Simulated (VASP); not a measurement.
# Cd (P6_3/mmc) in VASP: a series of runs, part 2 of 2

VASP 6.6.1. The steps go on from the part before.

## (3) Electric field gradients, PBEsol (22.98 Å³/atom)

This run uses another cell than the first one, of 22.98 Å³/atom.

The input, INCAR:

```
SYSTEM = Cd
PREC = Accurate ; ENCUT = 520
EDIFF = 1E-8 ; ISMEAR = -1
SIGMA = 0.03 ; LREAL = .False.
LASPH = .True. ; NELM = 80
ALGO = Normal ; ISIF = 2
LWAVE = .False. ; LCHARG = .False.
GGA = PS ; LEFG = .True.
NBANDS = 19
```

The input, KPOINTS:

```
Automatic mesh
0
Gamma
  14 14 6
  0 0 0
```

The input, POSCAR:

```
Cd
1.0
    2.9877685552      0.0000000000      0.0000000000
   -1.4938842776      2.5874834695      0.0000000000
    0.0000000000      0.0000000000      5.9442082344
Cd
2
Direct
    0.3333333333      0.6666666667      0.2500000000
    0.6666666667      0.3333333333      0.7500000000
```

Potentials or basis: VASP PAW PBE potentials, release 64 (Cd).

The run is started by

```
$ cat potpaw_PBE.64/Cd/POTCAR > POTCAR
$ mpirun -np 1 vasp_std > vasp.out
```

OUTCAR:

```text
SYSTEM = Cd
   PREC = Accurate
   ENCUT = 520
   EDIFF = 1E-8
   ISMEAR = -1
   LREAL = .False.
   LASPH = .True.
   NELM = 80
   ISIF = 2
   GGA = PS

 ion  position               nearest neighbor table
   1  0.333  0.667  0.250-   2 3.44   2 3.44   2 3.44   2 3.44   2 3.44   2 3.44
   2  0.667  0.333  0.750-   1 3.44   1 3.44   1 3.44   1 3.44   1 3.44   1 3.44

  LATTYP: Found a hexagonal cell.
 ALAT       =     2.9877685552
 C/A-ratio  =     1.9895142895

  Lattice vectors:

 A1 = (   2.9877685552,   0.0000000000,   0.0000000000)
 A2 = (  -1.4938842776,   2.5874834695,   0.0000000000)
 A3 = (   0.0000000000,   0.0000000000,   5.9442082344)

Analysis of symmetry for initial positions (statically):
=====================================================================
 Subroutine PRICEL returns:
 Original cell was already a primitive cell.

 Routine SETGRP: Setting up the symmetry group for a
 hexagonal supercell.

 Subroutine GETGRP returns: Found 24 space group operations
 (whereof 12 operations were pure point group operations)
 out of a pool of 24 trial point group operations.

The static configuration has the point symmetry D_3d.
 The point group associated with its full space group is D_6h.

Analysis of symmetry for dynamics (positions and initial velocities):
=====================================================================
 Subroutine PRICEL returns:
 Original cell was already a primitive cell.

 Routine SETGRP: Setting up the symmetry group for a
 hexagonal supercell.

 Subroutine GETGRP returns: Found 24 space group operations
 (whereof 12 operations were pure point group operations)
[... 159 lines left out ...]
  band No.  band energies     occupation
      1      -7.3221      2.00000
      2      -7.1493      2.00000
      3      -6.7290      2.00000
      4      -6.7290      2.00000
      5      -6.6954      2.00000
      6      -6.6954      2.00000
[... 505 lines left out ...]
      6      -6.4728      2.00000
[... 11 lines left out ...]
     18       8.0244      0.00000
     19      10.1546      0.00000

 [... further k-points ...]

------------------------ aborting loop because EDIFF is reached ----------------------------------------

  FORCE on cell =-STRESS in cart. coord.  units (eV):
  Direction    XX          YY          ZZ          XY          YZ          ZX
  --------------------------------------------------------------------------------------
  -------------------------------------------------------------------------------------
  Total       -0.9696370     -0.9696370     -0.8109212      0.0000000      0.0000000      0.0000000
  in kB      -33.8065772    -33.8065772    -28.2729230      0.0000000      0.0000000      0.0000000
  external PRESSURE =     -31.9620258 kB  Pullay stress =       0.0000000 kB

 VOLUME and BASIS-vectors are now :
 -----------------------------------------------------------------------------
  energy-cutoff  :      520.00
  volume of cell :       45.95
      direct lattice vectors                 reciprocal lattice vectors
     2.987768555  0.000000000  0.000000000     0.334697946  0.193237949  0.000000000
    -1.493884278  2.587483469  0.000000000     0.000000000  0.386475899  0.000000000
     0.000000000  0.000000000  5.944208234     0.000000000  0.000000000  0.168230984

 POSITION                                       TOTAL-FORCE (eV/Angst)
 -----------------------------------------------------------------------------------
     -0.00000      1.72499      1.48605         0.000000     -0.000000      0.000000
      1.49388      0.86249      4.45816        -0.000000      0.000000      0.000000
 -----------------------------------------------------------------------------------
    total drift:                               -0.000000      0.000000      0.000000

  FREE ENERGIE OF THE ION-ELECTRON SYSTEM (eV)
  ---------------------------------------------------
  free  energy   TOTEN  =        -2.3505381943 eV

  energy  without entropy=       -2.3481343634  energy(sigma->0) =       -2.34933628

 Electric field gradients (V/A^2)
---------------------------------------------------------------------
 ion       V_xx      V_yy      V_zz      V_xy      V_xz      V_yz
---------------------------------------------------------------------
   1     -48.191   -48.189    96.380     0.001     0.000    -0.000
   2     -48.191   -48.189    96.380     0.001    -0.000     0.000
---------------------------------------------------------------------

 Electric field gradients after diagonalization (V/A^2)
 (convention: |V_zz| > |V_xx| > |V_yy|)
----------------------------------------------------------------------
 ion       V_xx      V_yy      V_zz     asymmetry (V_yy - V_xx)/ V_zz
----------------------------------------------------------------------
   1     -48.191   -48.189    96.380       0.000
   2     -48.191   -48.189    96.380       0.000
----------------------------------------------------------------------

           NMR quadrupolar parameters

 Cq : quadrupolar parameter    Cq=e*Q*V_zz/h
 eta: asymmetry parameters     (V_yy - V_xx)/ V_zz
 Q  : nuclear electric quadrupole moment in mb (millibarn)
----------------------------------------------------------------------
 ion       Cq(MHz)       eta       Q (mb)
----------------------------------------------------------------------
   1       0.233       0.000       1.000
   2       0.233       0.000       1.000
----------------------------------------------------------------------
```

OSZICAR:

```text
N       E                     dE             d eps       ncg     rms          rms(c)
DAV:   1     0.172704895164E+03    0.17270E+03   -0.12997E+04  3648   0.126E+03
DAV:   2     0.154561318042E+01   -0.17116E+03   -0.16489E+03  3801   0.329E+02
DAV:   3    -0.250374812378E+01   -0.40494E+01   -0.40422E+01  4168   0.576E+01
DAV:   4    -0.251090465168E+01   -0.71565E-02   -0.71560E-02  4009   0.230E+00
DAV:   5    -0.251092764243E+01   -0.22991E-04   -0.22991E-04  4046   0.124E-01    0.381E+00
DAV:   6    -0.236176000291E+01    0.14917E+00   -0.36256E-01  3984   0.711E+00    0.314E+00
DAV:   7    -0.235209964258E+01    0.96604E-02   -0.25541E-02  4010   0.141E+00    0.181E+00
DAV:   8    -0.235049408547E+01    0.16056E-02   -0.32471E-03  3884   0.668E-01    0.807E-02
DAV:   9    -0.235051509413E+01   -0.21009E-04   -0.48276E-05  4029   0.690E-02    0.404E-02
DAV:  10    -0.235053847521E+01   -0.23381E-04   -0.19325E-05  3944   0.469E-02    0.336E-03
DAV:  11    -0.235053830897E+01    0.16624E-06   -0.81394E-08  4056   0.254E-03    0.173E-03
DAV:  12    -0.235053817906E+01    0.12991E-06   -0.16598E-08  3188   0.982E-04    0.639E-04
DAV:  13    -0.235053819331E+01   -0.14256E-07   -0.65796E-10  2052   0.279E-04    0.254E-04
DAV:  14    -0.235053819429E+01   -0.97407E-09   -0.97133E-11  1962   0.903E-05
   1 F= -.23505382E+01 E0= -.23493363E+01  d E =-.240383E-02
```

Run time: 27 s. Hardware: 1 thread of Intel Xeon 6975P-C (Granite Rapids), shared host; peak memory 0.21 GiB.

Results:

```yaml
Free_energy: -2.3505 eV
Pressure: -3.2 GPa
Band_gap_on_the_k_mesh: zero (bands 12 and 13 overlap by 4.49 eV)
Largest_electric_field_gradient_by_atom: Cd +96.4 V/Å²
```

Electric field gradients, principal values (V/Å²):
```
atom    least   middle  greatest (by size)
1 Cd  -48.189  -48.191              96.380
2 Cd  -48.189  -48.191              96.380
```

Caveat: the cell stands under tension; without QUAD_EFG the Cq values of the log hold for a quadrupole moment of 1 mb, not for the nuclei; the PAW data sets were made with another functional, which shifts forces and pressure a little.

## (4) Electric field gradients, PBEsol (23.65 Å³/atom)

This run uses another cell than the first one, of 23.65 Å³/atom.

The input, INCAR:

```
SYSTEM = Cd
  PREC = Accurate
  ENCUT = 520
  EDIFF = 1E-8
  ISMEAR = -1
  SIGMA = 0.03
  LREAL = .False.
  LASPH = .True.
  NELM = 60
  ALGO = Normal
  ISIF = 2
  LWAVE = .False.
  LCHARG = .False.
  GGA = PS
  LEFG = .True.
  NBANDS = 19
```

The input, KPOINTS:

```
regular mesh
0
Gamma
  14 14 6
  0 0 0
```

The input, POSCAR:

```
Cd
1.0
    3.0164988615      0.0000000000      0.0000000000
   -1.5082494308      2.6123646446      0.0000000000
    0.0000000000      0.0000000000      6.0013675893
Cd
2
Direct
    0.3333333333      0.6666666667      0.2500000000
    0.6666666667      0.3333333333      0.7500000000
```

Potentials or basis: VASP PAW PBE potentials, release 64 (Cd).

The run is started by

```
$ cat potpaw_PBE.64/Cd/POTCAR > POTCAR
$ mpirun -np 1 vasp_std > vasp.out
```

OUTCAR:

```text
SYSTEM = Cd
   PREC = Accurate
   ENCUT = 520
   EDIFF = 1E-8
   ISMEAR = -1
   LREAL = .False.
   LASPH = .True.
   NELM = 60
   ISIF = 2
   GGA = PS

 ion  position               nearest neighbor table
   1  0.333  0.667  0.250-   2 3.47   2 3.47   2 3.47   2 3.47   2 3.47   2 3.47
   2  0.667  0.333  0.750-   1 3.47   1 3.47   1 3.47   1 3.47   1 3.47   1 3.47

  LATTYP: Found a hexagonal cell.
 ALAT       =     3.0164988615
 C/A-ratio  =     1.9895142895

  Lattice vectors:

 A1 = (   3.0164988615,   0.0000000000,   0.0000000000)
 A2 = (  -1.5082494308,   2.6123646446,   0.0000000000)
 A3 = (   0.0000000000,   0.0000000000,   6.0013675893)

Analysis of symmetry for initial positions (statically):
=====================================================================
 Subroutine PRICEL returns:
 Original cell was already a primitive cell.

 Routine SETGRP: Setting up the symmetry group for a
 hexagonal supercell.

 Subroutine GETGRP returns: Found 24 space group operations
 (whereof 12 operations were pure point group operations)
 out of a pool of 24 trial point group operations.

The static configuration has the point symmetry D_3d.
 The point group associated with its full space group is D_6h.

Analysis of symmetry for dynamics (positions and initial velocities):
=====================================================================
 Subroutine PRICEL returns:
 Original cell was already a primitive cell.

 Routine SETGRP: Setting up the symmetry group for a
 hexagonal supercell.

 Subroutine GETGRP returns: Found 24 space group operations
 (whereof 12 operations were pure point group operations)
[... 159 lines left out ...]
  band No.  band energies     occupation
      1      -7.3978      2.00000
      2      -7.2376      2.00000
      3      -6.8499      2.00000
      4      -6.8499      2.00000
      5      -6.8187      2.00000
      6      -6.8187      2.00000
[... 505 lines left out ...]
      6      -6.5996      2.00000
[... 11 lines left out ...]
     18       7.7527      0.00000
     19       9.8748      0.00000

 [... further k-points ...]

------------------------ aborting loop because EDIFF is reached ----------------------------------------

  FORCE on cell =-STRESS in cart. coord.  units (eV):
  Direction    XX          YY          ZZ          XY          YZ          ZX
  --------------------------------------------------------------------------------------
  -------------------------------------------------------------------------------------
  Total       -1.3569984     -1.3569984     -1.0200594      0.0000000      0.0000000      0.0000000
  in kB      -45.9729858    -45.9729858    -34.5580189      0.0000000      0.0000000      0.0000000
  external PRESSURE =     -42.1679968 kB  Pullay stress =       0.0000000 kB

 VOLUME and BASIS-vectors are now :
 -----------------------------------------------------------------------------
  energy-cutoff  :      520.00
  volume of cell :       47.29
      direct lattice vectors                 reciprocal lattice vectors
     3.016498862  0.000000000  0.000000000     0.331510153  0.191397476  0.000000000
    -1.508249431  2.612364645  0.000000000     0.000000000  0.382794952  0.000000000
     0.000000000  0.000000000  6.001367589     0.000000000  0.000000000  0.166628687

 POSITION                                       TOTAL-FORCE (eV/Angst)
 -----------------------------------------------------------------------------------
     -0.00000      1.74158      1.50034        -0.000000     -0.000000      0.000000
      1.50825      0.87079      4.50103         0.000000      0.000000      0.000000
 -----------------------------------------------------------------------------------
    total drift:                               -0.000000      0.000000     -0.000000

  FREE ENERGIE OF THE ION-ELECTRON SYSTEM (eV)
  ---------------------------------------------------
  free  energy   TOTEN  =        -2.3194574892 eV

  energy  without entropy=       -2.3171114545  energy(sigma->0) =       -2.31828447

 Electric field gradients (V/A^2)
---------------------------------------------------------------------
 ion       V_xx      V_yy      V_zz      V_xy      V_xz      V_yz
---------------------------------------------------------------------
   1     -45.995   -45.994    91.989     0.000     0.000    -0.000
   2     -45.995   -45.994    91.989     0.000    -0.000     0.000
---------------------------------------------------------------------

 Electric field gradients after diagonalization (V/A^2)
 (convention: |V_zz| > |V_xx| > |V_yy|)
----------------------------------------------------------------------
 ion       V_xx      V_yy      V_zz     asymmetry (V_yy - V_xx)/ V_zz
----------------------------------------------------------------------
   1     -45.995   -45.994    91.989       0.000
   2     -45.995   -45.994    91.989       0.000
----------------------------------------------------------------------

           NMR quadrupolar parameters

 Cq : quadrupolar parameter    Cq=e*Q*V_zz/h
 eta: asymmetry parameters     (V_yy - V_xx)/ V_zz
 Q  : nuclear electric quadrupole moment in mb (millibarn)
----------------------------------------------------------------------
 ion       Cq(MHz)       eta       Q (mb)
----------------------------------------------------------------------
   1       0.222       0.000       1.000
   2       0.222       0.000       1.000
----------------------------------------------------------------------
```

Wall time 29 s (1 thread of Intel Xeon 6975P-C (Granite Rapids), shared host); peak memory 0.21 GiB.

Results:

```
Free energy                             : -2.3195 eV
Pressure                                : -4.2 GPa
Band gap on the k mesh                  : zero (bands 12 and 13 overlap by 4.31 eV)
Largest electric field gradient by atom : Cd +92.0 V/Å²
```

Electric field gradients, principal values (V/Å²):
| atom | least | middle | greatest (by size) |
| --- | --- | --- | --- |
| 1 Cd | -45.994 | -45.995 | 91.989 |
| 2 Cd | -45.994 | -45.995 | 91.989 |

Caveat: the cell stands under tension; without QUAD_EFG the Cq values of the log hold for a quadrupole moment of 1 mb, not for the nuclei; the PAW data sets were made with another functional, which shifts forces and pressure a little.

## (5) Summary

```csv
cell,gap on the mesh (eV),pressure (GPa)
"a = 2.958, b = 2.958, c = 5.886 Å, angles 90.0, 90.0, 120.0°, 2 atoms",none,-1.9
"a = 2.988, b = 2.988, c = 5.944 Å, angles 90.0, 90.0, 120.0°, 2 atoms",none,-3.2
"a = 3.016, b = 3.016, c = 6.001 Å, angles 90.0, 90.0, 120.0°, 2 atoms",none,-4.2
```

Alike in all rows: task electric field gradients; level PBEsol; potentials or basis VASP PAW PBE potentials, release 64 (Cd); no spin polarisation; k mesh 14 × 14 × 6; cutoff (eV) 520; smearing fermi-dirac 0.03 eV.

Caveats: the PAW data sets were made with another functional, which shifts forces and pressure a little; the cell stands under tension (at least some runs).

Absolute energies hang on the potentials; compare differences alone.
